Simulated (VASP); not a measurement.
# SnO2: single point with LDA

SnO2:

```
Sn O
1.0
     4.78800   -0.03591   -0.03591
    -0.03650    4.86658   -0.03650
    -0.02431   -0.02431    3.24090
Sn O
2 4
Cartesian
  2.3636 2.4032 1.5842
  0.0000 0.0000 0.0000
  1.3857 1.5519 -0.0222
  3.7727 0.8303 1.5855
  0.9545 3.9760 1.5830
  3.3658 3.2788 -0.0502
```

```
Program                : VASP 6.6.1
Task                   : single point
Functional             : LDA
Potentials or basis    : VASP PAW LDA potentials, release 64 (Sn_d, O)
Cutoff                 : 520 eV
k mesh                 : 4 × 4 × 6
Occupations            : gaussian, width 0.05 eV
Spin                   : no spin polarisation
Dipole correction      : no
Further INCAR settings : ALGO = Normal; EDIFF = 1e-06; NBANDS = 35
```

* Pressure: -10.3 GPa
* Largest force: 0.189 eV/Å
* Band gap on the k mesh: 0.70 eV, direct

Forces in eV/Å, atoms in the order of the input:
```
Sn   0.000  0.000  0.000
Sn   0.000  0.000  0.000
O    0.152  0.014 -0.111
O    0.145  0.021 -0.022
O   -0.145 -0.021  0.022
O   -0.152 -0.014  0.111
```

Stress tensor (GPa, compression positive):
```
 -9.65   2.58   1.44
  2.58  -9.92   1.46
  1.44   1.46 -11.32
```

Levels at points of the mesh, in eV from the valence-band top:
| k point | band 23 | band 24 | band 25 | band 26 | band 27 | band 28 | band 29 | band 30 |
| --- | --- | --- | --- | --- | --- | --- | --- | --- |
| (0.00, 0.00, 0.00) | -1.11 | -0.68 | -0.59 | 0.00 | 0.70 | 5.53 | 5.82 | 5.99 |
| (0.50, 0.00, 0.00) | -1.19 | -1.09 | -0.46 | -0.42 | 3.68 | 3.78 | 6.36 | 6.44 |
| (0.00, 0.50, 0.00) | -1.19 | -1.07 | -0.57 | -0.56 | 3.84 | 3.94 | 6.80 | 6.89 |
| (0.50, 0.50, 0.00) | -1.33 | -1.19 | -0.82 | -0.65 | 4.15 | 4.25 | 6.96 | 7.00 |
| (0.00, 0.00, 0.50) | -1.52 | -1.43 | -1.16 | -0.95 | 5.45 | 5.49 | 9.10 | 9.21 |
| (0.50, 0.00, 0.50) | -0.90 | -0.77 | -0.77 | -0.70 | 5.73 | 5.81 | 7.44 | 7.68 |
| (0.00, 0.50, 0.50) | -1.11 | -0.98 | -0.67 | -0.58 | 5.64 | 5.71 | 7.21 | 7.48 |
| (0.50, 0.50, 0.50) | -0.89 | -0.82 | -0.74 | -0.57 | 4.21 | 4.29 | 8.32 | 8.49 |

It took 99 s on 1 thread of Intel(R) Xeon(R) Platinum 8259CL CPU @ 2.50GHz (Skylake/Cascade Lake) (shared host), peak memory 0.22 GiB.

Caveat: spin-orbit coupling is left out, which moves the levels of the heavy elements. As with any semilocal functional, this LDA gap is likely too small.
